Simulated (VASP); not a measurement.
Wanted: the native input for a VASP 6.6.1 run.

```
Task                   : single point
Functional             : PBEsol
Potentials or basis    : VASP PAW PBE potentials, release 64 (In_d, Ga_d, As)
Cutoff                 : 520 eV
k mesh                 : 10 × 10 × 8
Occupations            : gaussian, width 0.1 eV
Spin                   : no spin polarisation
Dipole correction      : no
Further INCAR settings : ALGO = Normal; EDIFF = 1e-07; NBANDS = 26
```

The structure of InGaAs2 lies in POSCAR:

```
InGaAs2
1.0
    4.0463375302      0.0000000000      0.0000000000
    0.0000000000      4.0463375302      0.0000000000
    0.0000000000      0.0000000000      5.7747306697
In Ga As
1 1 2
Direct
    0.0000000000      0.0000000000      0.5000000000
    0.5000000000      0.5000000000      0.0000000000
    0.5000000000      0.0000000000      0.7706686222
    0.0000000000      0.5000000000      0.2293313778
```

These files were run (other wordings do the same):

INCAR

```
SYSTEM = InGaAs2
ALGO = Normal
EDIFF = 1E-7
ENCUT = 520
GGA = PS
ISIF = 2
ISMEAR = 0
LASPH = .TRUE.
LCHARG = .FALSE.
LREAL = .FALSE.
LWAVE = .FALSE.
NBANDS = 26
NELM = 60
PREC = Accurate
SIGMA = 0.1
```

KPOINTS

```
k-points
0
G
  10 10 8
  0 0 0
```

Potentials or basis: VASP PAW PBE potentials, release 64 (In_d, Ga_d, As).

Command:

```console
$ cat potpaw_PBE.64/In_d/POTCAR potpaw_PBE.64/Ga_d/POTCAR potpaw_PBE.64/As/POTCAR > POTCAR
$ mpirun -np 1 vasp_std > vasp.out
```

Results of the run:

The pressure is 5.2 GPa and the band gap on the k mesh is 0.23 eV.

Caveat: the cell stands under pressure; semilocal functionals underestimate gaps, and a narrow one can read as zero; the PAW data sets were made with another functional, which shifts forces and pressure a little; spin-orbit coupling is left out, which moves the levels of the heavy elements.

It took 6.6 min on 1 thread of Intel Xeon 8259CL, with other jobs on the host, peak memory 0.39 GiB.
